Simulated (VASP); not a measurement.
**Br: relaxation of cell and atoms with PBE**

Crystal: Br.

```
Br
1.0
     3.33000    0.00000    0.00000
    -1.66500    2.88386    0.00000
     0.00000    0.00000    5.43789
Br
2
Direct
  0.33333 0.66667 0.25000
  0.66667 0.33333 0.75000
```

* Program: VASP 6.6.1
* Task: relaxation of cell and atoms
* Functional: PBE
* Potentials or basis: VASP PAW PBE potentials, release 64 (Br)
* Cutoff: 600 eV
* k mesh: 8 × 8 × 4
* Occupations: gaussian, width 0.02 eV
* Spin: no spin polarisation
* Target pressure: 20 GPa
* Dipole correction: no
* Further INCAR settings: ALGO = Normal; EDIFF = 1e-07; IBRION = 2; EDIFFG = -0.03; NSW = 80; ISIF = 3

```json
{
 "Relaxed volume": "19.96 Å³/atom",
 "Relaxed cell": "a = 2.792 Å, b = 2.792 Å, c = 5.912 Å, α = 90.00°, β = 90.00°, γ = 120.00°",
 "Space group after relaxing (to 0.05 Å)": "P6_3/mmc (No. 194)",
 "Energy change on relaxing (the enthalpy is what falls)": "+125.6 meV/atom",
 "Ionic steps": "16",
 "Pressure after relaxing": "20.1 GPa",
 "Band gap on the k mesh": "zero (band 7 reaches 7.72 eV, above the bottom of band 8 at 3.57 eV)"
}
```

Stress tensor (GPa, compression positive):
```
20.05  0.00  0.00
 0.00 20.05  0.00
 0.00  0.00 20.21
```

Step by step:
| step | energy change (eV) | largest force (eV/Å) | pressure (GPa) | volume (Å³) |
| --- | --- | --- | --- | --- |
| 1 | 0.0000 | 0.0000 | 0.67 | 52.22 |
| 2 | 2.1329 | 0.0000 | 53.16 | 31.84 |
| 3 | 0.6138 | 0.0000 | 19.39 | 39.11 |
| 4 | 0.6426 | 0.0000 | 20.08 | 38.87 |
| 5 | 0.6730 | 0.0000 | 20.80 | 38.63 |
| 6 | 0.6625 | 0.0000 | 21.29 | 38.44 |
| 7 | 0.6618 | 0.0000 | 21.84 | 38.27 |
| 8 | 0.6662 | 0.0000 | 23.70 | 37.89 |
| 9 | 0.7203 | 0.0000 | 30.41 | 36.90 |
| 10 | 0.6624 | 0.0000 | 26.86 | 37.34 |
| 11 | 0.6860 | 0.0000 | 28.90 | 37.07 |
| 12 | 0.6348 | 0.0000 | 28.35 | 37.36 |
| 13 | 0.5649 | 0.0000 | 27.63 | 37.84 |
| 14 | 0.4921 | 0.0000 | 25.93 | 38.26 |
| 15 | 0.2997 | 0.0000 | 21.31 | 39.55 |
| 16 | 0.2512 | 0.0000 | 20.10 | 39.92 |

Final structure:
```
Br
1.0
     2.79234    0.00000    0.00000
    -1.39617    2.41824    0.00000
     0.00000    0.00000    5.91214
Br
2
Direct
  0.33333 0.66667 0.25000
  0.66667 0.33333 0.75000
```

Levels at points of the mesh, in eV from the Fermi level:
```tsv
k point	band 5	band 6	band 7	band 8	band 9	band 10
(0.00, 0.00, 0.00)	2.34	2.34	2.65	2.65	6.73	11.41
(0.50, 0.00, 0.00)	-2.84	-1.21	-0.38	0.36	6.56	7.39
(0.00, 0.00, 0.50)	2.49	2.49	2.49	2.49	11.22	11.22
(0.50, 0.00, 0.50)	-1.58	-1.58	-0.03	-0.03	6.36	6.36
```

Run time: 3 min on 1 thread of Intel(R) Xeon(R) Platinum 8375C CPU @ 2.90GHz (Ice Lake), with other jobs on the host, peak memory 0.21 GiB.

Caveat: the cell is relaxed towards a set pressure, so the enthalpy falls and the energy may rise; the volume moved by over 15 % at a fixed basis, so the end points are rough; this functional lacks dispersion, which binds the layers, so the pressure and a relaxed spacing across them are unreliable.
